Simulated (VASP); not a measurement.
# Cd (Im-3m) in VASP: a series of runs

Runs on Cd. Level: r2SCAN. Tasks: single point.

All numbers are computed with VASP 6.6.1; they aren't measurements. Logs are shortened: lines on timing, memory, paths and dates and some standing lists are left out, and cuts for length are marked.

## Step 1: The cell of the first run

The structure is cubic, space group Im-3m (No. 229). Conventional cell: a = 3.537 Å, b = 3.537 Å, c = 3.537 Å, α = 90.00°, β = 90.00°, γ = 90.00°. Cd (site symmetry m-3m) has 14 Cd at 3.06 to 3.54 Å within 4.0 Å.

## Step 2: Single point, r2SCAN

The input, POSCAR:

```
Cd
1.0
   -1.7683299397      1.7683299397      1.7683299397
    1.7683299397     -1.7683299397      1.7683299397
    1.7683299397      1.7683299397     -1.7683299397
Cd
1
Direct
    0.0000000000      0.0000000000      0.0000000000
```

The input, INCAR.step1:

```
SYSTEM = Cd
ALGO     = Normal         ! electronic algorithm
EDIFF    = 1E-4           ! SCF threshold, eV
ENCUT    = 520            ! plane-wave cutoff, eV
GGA      = PE             ! functional
ISMEAR   = -1             ! smearing method
LASPH    = .TRUE.         ! aspherical terms in the spheres
LCHARG   = .FALSE.        ! write CHGCAR
LREAL    = .FALSE.        ! projectors in reciprocal space
LWAVE    = .TRUE.         ! write WAVECAR
NBANDS   = 12             ! bands
NELM     = 60             ! most SCF steps
PREC     = Accurate       ! precision mode
SIGMA    = 0.1            ! smearing width, eV
```

The input, INCAR.step2:

```
SYSTEM = Cd
ALGO     = Normal         ! electronic algorithm
EDIFF    = 1E-6           ! SCF threshold, eV
ENCUT    = 520            ! plane-wave cutoff, eV
ISIF     = 2              ! what is computed and relaxed
ISMEAR   = -1             ! smearing method
ISTART   = 1            
LASPH    = .TRUE.         ! aspherical terms in the spheres
LCHARG   = .FALSE.        ! write CHGCAR
LMIXTAU  = .TRUE.       
LREAL    = .FALSE.        ! projectors in reciprocal space
LWAVE    = .FALSE.        ! write WAVECAR
METAGGA  = R2SCAN         ! meta-GGA
NBANDS   = 12             ! bands
NELM     = 60             ! most SCF steps
PREC     = Accurate       ! precision mode
SIGMA    = 0.1            ! smearing width, eV
```

The input, KPOINTS:

```
k-points
0
G
  14 14 14
  0 0 0
```

Potentials or basis: VASP PAW PBE potentials, release 64 (Cd).

Command:

```
cat potpaw_PBE.64/Cd/POTCAR > POTCAR
cp INCAR.step1 INCAR
mpirun -np 1 vasp_std > vasp.out
cp INCAR.step2 INCAR
mpirun -np 1 vasp_std > vasp.out
```

OUTCAR:

```text
SYSTEM = Cd
   EDIFF = 1E-6
   ENCUT = 520
   ISIF = 2
   ISMEAR = -1
   ISTART = 1
   LASPH = .TRUE.
   LREAL = .FALSE.
   METAGGA = R2SCAN
   NELM = 60
   PREC = Accurate

 ion  position               nearest neighbor table
   1  0.000  0.000  0.000-

  LATTYP: Found a body centered cubic cell.
 ALAT       =     3.5366598794

  Lattice vectors:

 A1 = (  -1.7683299397,   1.7683299397,   1.7683299397)
 A2 = (   1.7683299397,  -1.7683299397,   1.7683299397)
 A3 = (   1.7683299397,   1.7683299397,  -1.7683299397)

Analysis of symmetry for initial positions (statically):
=====================================================================
 Subroutine PRICEL returns:
 Original cell was already a primitive cell.

 Routine SETGRP: Setting up the symmetry group for a
 body centered cubic supercell.

 Subroutine GETGRP returns: Found 48 space group operations
 (whereof 48 operations were pure point group operations)
 out of a pool of 48 trial point group operations.

The static configuration has the point symmetry O_h .

Analysis of symmetry for dynamics (positions and initial velocities):
=====================================================================
 Subroutine PRICEL returns:
 Original cell was already a primitive cell.

 Routine SETGRP: Setting up the symmetry group for a
 body centered cubic supercell.

 Subroutine GETGRP returns: Found 48 space group operations
 (whereof 48 operations were pure point group operations)
 out of a pool of 48 trial point group operations.

The dynamic configuration has the point symmetry O_h .

 Subroutine INISYM returns: Found 48 space group operations
 (whereof 48 operations are pure point group operations),
 and found     1 'primitive' translations

----------------------------------------------------------------------------------------

                                     Primitive cell

  volume of cell :      22.1182

  direct lattice vectors                    reciprocal lattice vectors
    -1.768329940  1.768329940  1.768329940     0.000000000  0.282752663  0.282752663
     1.768329940 -1.768329940  1.768329940     0.282752663  0.000000000  0.282752663
     1.768329940  1.768329940 -1.768329940     0.282752663  0.282752663  0.000000000

  length of vectors
     3.062837300  3.062837300  3.062837300     0.399872651  0.399872651  0.399872651

  position of ions in fractional coordinates (direct lattice)
     0.000000000  0.000000000  0.000000000

  ion indices of the primitive-cell ions
   primitive index   ion index
                 1           1

----------------------------------------------------------------------------------------

 KPOINTS: k-points

Automatic generation of k-mesh.
 Grid dimensions read from file:
 generate k-points for:   14   14   14

 Generating k-lattice:

  Cartesian coordinates                     Fractional coordinates (reciprocal lattice)
     0.000000000  0.020196619  0.020196619     0.071428571  0.000000000  0.000000000
     0.020196619  0.000000000  0.020196619     0.000000000  0.071428571  0.000000000
     0.020196619  0.020196619  0.000000000     0.000000000  0.000000000  0.071428571

  Length of vectors
     0.028562332  0.028562332  0.028562332

  Shift w.r.t. Gamma in fractional coordinates (k-lattice)
     0.000000000  0.000000000  0.000000000

 Subroutine IBZKPT returns following result:
 ===========================================

 Found    104 irreducible k-points:

 Following reciprocal coordinates:
            Coordinates               Weight
  0.000000  0.000000  0.000000      1.000000
  0.071429  0.000000  0.000000     12.000000
  0.142857  0.000000  0.000000     12.000000
  0.214286  0.000000  0.000000     12.000000
  0.285714  0.000000  0.000000     12.000000
  0.357143  0.000000  0.000000     12.000000
[... 16 lines left out ...]
  0.285714  0.285714  0.000000     24.000000
  0.357143  0.285714 -0.000000     24.000000
 [... further k-points ...]
   k-points           NKPTS =    104   k-points in BZ     NKDIM =    104   number of bands    NBANDS=     12
   number of dos      NEDOS =    301   number of ions     NIONS =      1
   total plane-waves  NPLWV =  13824
   dimension x,y,z NGX =    24 NGY =   24 NGZ =   24
   dimension x,y,z NGXF=    48 NGYF=   48 NGZF=   48
   ions per type =               1
   NGX,Y,Z   is equivalent  to a cutoff of  13.03, 13.03, 13.03 a.u.
   NGXF,Y,Z  is equivalent  to a cutoff of  26.05, 26.05, 26.05 a.u.
 SYSTEM =  Cd
   PREC   = accura    normal or accurate (medium, high low for compatibility)
   ISTART =      1    job   : 0-new  1-cont  2-samecut
   ICHARG =      0    charge: 1-file 2-atom 10-const
   ISPIN  =      1    spin polarized calculation?
   LNONCOLLINEAR =      F non collinear calculations
   LSORBIT =      F    spin-orbit coupling
   LASPH  =      T    aspherical Exc in radial PAW
   ENCUT  =  520.0 eV  38.22 Ry    6.18 a.u.   5.69  5.69  5.69*2*pi/ulx,y,z
   NELM   =     60;   NELMIN=  2; NELMDL=  0     # of ELM steps
   EDIFF  = 0.1E-05   stopping-criterion for ELM
   LREAL  =      F    real-space projection
   EDIFFG = 0.1E-04   stopping-criterion for IOM
   NSW    =      0    number of steps for IOM
   IBRION =     -1    ionic relax: 0-MD 1-quasi-New 2-CG
   NFREE  =      0    steps in history (QN), initial steepest desc. (CG)
   ISIF   =      2    stress and relaxation
   ISYM   =      2    0-nonsym 1-usesym 2-fastsym
   POTIM  = 0.5000    time-step for ionic-motion
   TEBEG  =    0.0;   TEEND  =   0.0 temperature during run
   PSTRESS=    0.0 pullay stress
   NELECT =      12.0000    total number of electrons
   NUPDOWN=      -1.0000    fix difference up-down
   EMIN   =  10.00;   EMAX   =-10.00  energy-range for DOS
   EFERMI =   0.00;   METHOD = LEGACY
   ISMEAR =    -1;   SIGMA  =   0.10  broadening in eV -4-tet -1-fermi 0-gaus
   EFERMI_NEDOS =   21; number of points for ismear=-14 and -15
   IALGO  =     38    algorithm
   IMIX   =      4    mixing-type and parameters
     AMIX     =   0.40;   BMIX     =  1.00
     AMIX_MAG =   1.60;   BMIX_MAG =  1.00
  volume/ion in A,a.u.               =      22.12       149.26
  Fermi-wavevector in a.u.,A,eV,Ry     =   1.335217  2.523195 24.256538  1.782805
  Thomas-Fermi vector in A             =   2.463939
   LORBIT       =      0    0 simple, 1 ext, 2 COOP (PROOUT), +10 PAW based schemes
   METAGGA = R2SCAN    functional components
   LHFCALC =     F    Hartree Fock is set to
   AEXX    =    0.0000 exact exchange contribution
   IVDW    =     0    specifies the selected vdW correction
   LEPSILON=     F    determine dielectric tensor
   LRPA    =     F    only Hartree local field effects (RPA)
 non-spin polarized calculation
  energy-cutoff  :      520.00
  volume of cell :       22.12
 maximum number of plane-waves:       610
   NGX = 11   NGY = 11   NGZ = 11

 number of electron      11.9999999 magnetization

 Free energy of the ion-electron system (eV)
  ---------------------------------------------------
  ext. energy  EPLUGINS =         0.00000000
  ---------------------------------------------------
  free energy    TOTEN  =       -20.01760351 eV

  energy without entropy =      -20.00437624  energy(sigma->0) =      -20.01098988

 E-fermi :   2.8192     XC(G=0): -11.7075

 val. band max:        2.8101470136   @ k =  -0.4286   0.5000   0.0714
 cond. band min:       2.9277716720   @ k =  -0.4286  -0.4286   0.1429
 fundamental gap:      0.1176246585
 Fermi energy:         2.8192450487

 k-point     1 :       0.0000    0.0000    0.0000
  band No.  band energies     occupation
      1      -6.9280      2.00000
      2      -6.9280      2.00000
      3      -6.9280      2.00000
      4      -6.3369      2.00000
      5      -6.2784      2.00000
      6      -6.2784      2.00000
      7      18.9577      0.00000
      8      18.9577      0.00000
      9      18.9577      0.00000
     10      19.8667      0.00000
     11      19.8669      0.00000
     12      19.8669      0.00000

 k-point     2 :       0.0714    0.0000    0.0000
  band No.  band energies     occupation
      1      -6.9449      2.00000
      2      -6.9239      2.00000
      3      -6.8793      2.00000
      4      -6.3010      2.00000
      5      -6.2778      2.00000
      6      -6.1858      2.00000
      7      17.4059      0.00000
      8      18.4757      0.00000
      9      18.7320      0.00000
     10      18.9513      0.00000
     11      19.1860      0.00000
     12      19.5739      0.00000

 k-point     3 :       0.1429    0.0000    0.0000
  band No.  band energies     occupation
      1      -6.9919      2.00000
      2      -6.9389      2.00000
      3      -6.7404      2.00000
      4      -6.3449      2.00000
      5      -6.2757      2.00000
      6      -5.7241      2.00000
      7      14.4556      0.00000
      8      17.1247      0.00000
      9      17.3819      0.00000
     10      18.2555      0.00000
     11      18.6528      0.00000
     12      19.9939      0.00000
[... 286 lines left out ...]
 k-point    23 :       0.2857    0.2857    0.0000
  band No.  band energies     occupation
      1      -7.2225      2.00000
      2      -6.8864      2.00000
      3      -6.5684      2.00000
      4      -6.3017      2.00000
      5      -6.1450      2.00000
      6       1.1116      2.00000
      7       4.8623      0.00000
      8       5.4382      0.00000
      9      12.6105      0.00000
     10      19.7957      0.00000
     11      20.9602      0.00000
     12      24.2224      0.00000

 k-point    24 :       0.3571    0.2857   -0.0000
  band No.  band energies     occupation
      1      -7.2242      2.00000
      2      -6.8320      2.00000
      3      -6.6271      2.00000
      4      -6.2621      2.00000
      5      -6.1727      2.00000
      6       2.9623      0.38598
      7       3.0403      0.19762
      8       5.0204      0.00000
      9      12.5026      0.00000
     10      20.0530      0.00000
     11      21.2529      0.00000
     12      23.3701      0.00000

 [... further k-points ...]
[... 5 lines left out ...]
  --------------------------------------------------------------------------------------
  -------------------------------------------------------------------------------------
  Total        0.0214881      0.0214881      0.0214881      0.0000000     -0.0000000      0.0000000
  in kB        1.5565377      1.5565377      1.5565377      0.0000000     -0.0000000      0.0000000
  external PRESSURE =       1.5565377 kB  Pullay stress =       0.0000000 kB

 VOLUME and BASIS-vectors are now :
 -----------------------------------------------------------------------------
  energy-cutoff  :      520.00
  volume of cell :       22.12
      direct lattice vectors                 reciprocal lattice vectors
    -1.768329940  1.768329940  1.768329940     0.000000000  0.282752663  0.282752663
     1.768329940 -1.768329940  1.768329940     0.282752663  0.000000000  0.282752663
     1.768329940  1.768329940 -1.768329940     0.282752663  0.282752663  0.000000000

 POSITION                                       TOTAL-FORCE (eV/Angst)
 -----------------------------------------------------------------------------------
      0.00000      0.00000      0.00000        -0.000000      0.000000      0.000000
 -----------------------------------------------------------------------------------
    total drift:                                0.000000      0.000000      0.000000

  FREE ENERGIE OF THE ION-ELECTRON SYSTEM (eV)
  ---------------------------------------------------
  free  energy   TOTEN  =       -20.0176035121 eV

  energy  without entropy=      -20.0043762406  energy(sigma->0) =      -20.01098988
```

Run time: 22 s. Hardware: 1 thread of Intel Xeon 6975P-C (Granite Rapids), shared host; peak memory 0.15 GiB.

What came out:

```
Free energy            : -20.0176 eV
Pressure               : 0.2 GPa
Band gap on the k mesh : zero (band 6 reaches 6.41 eV, above the bottom of band 7 at 1.88 eV)
```

Caveat: the PAW data sets were made with another functional, which shifts forces and pressure a little.

(Part 1 of 2 ends here.)
